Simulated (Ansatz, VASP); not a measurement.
**InAs: VASP beside Ansatz**

```
In As
1.0
     0.00000    3.04373    3.04373
     3.04373    0.00000    3.04373
     3.04373    3.04373    0.00000
In As
1 1
Cartesian
  0.0000 0.0000 0.0000
  4.5656 4.5656 4.5656
```

Alike in both runs: functional PBEsol; k mesh 12 × 12 × 12; occupations fermi-dirac, width 0.15 eV; no spin polarisation.

Ansatz relaxed the structure, and its values are those at the end. VASP's run is a single point on that final structure, the one shown.

```csv
,VASP,Ansatz
version,VASP 6.6.1,Ansatz 0.2.0
potentials or method,"VASP PAW PBE potentials, release 64 (In_d, As), cutoff 520 eV","scalar-relativistic, plane waves, PAW"
valence electrons in the cell,18,28
```

VASP gave:

```
gap on the k mesh at the Fermi level (eV) : none
pressure (GPa)                            : 0.1
```

**Question.** Estimate Ansatz's values.

**Answer.** gap on the k mesh at the Fermi level (eV): none; pressure (GPa): 0.0.

VASP's potentials were made for PBE, not for PBEsol. A gap of «none» marks a metal or a gap that the smearing closes. VASP's potentials hold 18 valence electrons a cell and Ansatz's 28, so a difference there can come from the potentials and not from the codes.
